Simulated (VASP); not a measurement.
Ti2NbC3:

```xyz
6
Lattice="0.0000 3.8018 4.7462 2.6289 0.0000 4.7462 2.6289 3.8018 0.0000" Properties=species:S:1:pos:R:3 pbc="T T T"
Ti    3.9433    5.7026    7.1193
Ti    1.3144    1.9009    2.3731
Nb    0.0000    0.0000    0.0000
C     1.3144    0.0000    2.3731
C     1.3144    3.8018    2.3731
C     2.6289    3.8018    4.7462
```

```yaml
Program: VASP 6.6.1
Task: relaxation of cell and atoms
Functional: PBE
Potentials_or_basis: VASP PAW PBE potentials, release 64 (Ti_sv, Nb_sv, C)
Cutoff: 600 eV
k_mesh: 4 × 4 × 4
Occupations: gaussian, width 0.1 eV
Spin: no spin polarisation
```

At the start: pressure -8.0 GPa; volume 15.81 Å³/atom.

Q: Where does the relaxation end?

A: Over 32 steps the energy falls by 854.1 meV/atom and the volume is 12.80 Å³/atom (-19.0 %); space group Fmmm (No. 69, to 0.05 Å).

Step by step:
```tsv
step	energy change (eV)	largest force (eV/Å)	pressure (GPa)	volume (Å³)
1	0.0000	0.0000	-7.95	94.87
2	-3.5518	0.0000	-11.88	82.87
3	-4.1334	0.0000	-4.20	77.02
4	-4.5429	0.0000	9.53	70.78
5	-4.5815	0.0000	5.77	72.06
6	-4.8025	0.0000	-2.85	75.76
7	-4.8035	0.0000	-5.24	77.13
8	-4.8080	0.0000	-4.12	76.47
9	-4.8515	0.0000	2.06	74.17
10	-4.8569	0.0000	0.39	74.74
11	-4.8679	0.0000	0.70	74.74
12	-4.8738	0.0000	1.20	74.72
13	-4.8803	0.0000	0.51	75.12
14	-4.8970	0.0000	-1.42	76.31
15	-4.9666	0.0000	-5.02	78.58
16	-4.9090	0.0000	-10.98	82.70
17	-4.9809	0.0000	-6.40	79.55
18	-4.9821	0.0000	-6.47	79.60
19	-4.9853	0.0000	-6.65	79.76
20	-4.9898	0.0000	-7.06	80.08
21	-4.9914	0.0000	-7.88	80.69
22	-4.9918	0.0000	-7.45	80.39
23	-4.9976	0.0000	-7.30	80.31
24	-5.0142	0.0000	-6.80	80.05
25	-5.0442	0.0000	-5.78	79.54
26	-5.0899	0.0000	-3.63	78.51
27	-5.1219	0.0000	1.06	76.43
28	-5.1223	0.0000	0.57	76.64
29	-5.1229	0.0000	0.52	76.66
30	-5.1243	0.0000	0.35	76.74
31	-5.1246	0.0000	-0.05	76.88
32	-5.1248	0.0000	0.09	76.82
```

Final structure:
```xyz
6
Lattice="0.0000 4.2352 3.0223 3.0009 0.0000 3.0223 3.0009 4.2352 0.0000" Properties=species:S:1:pos:R:3 pbc="T T T"
Ti    4.5014    6.3527    4.5335
Ti    1.5005    2.1176    1.5112
Nb    0.0000    0.0000    0.0000
C     1.5005    0.0000    1.5112
C     1.5005    4.2352    1.5112
C     3.0009    4.2352    3.0223
```

Caveat: the k points lie up to 0.41 Å⁻¹ apart in the final cell; the volume moved by over 15 % at a fixed basis, so the end points are rough.
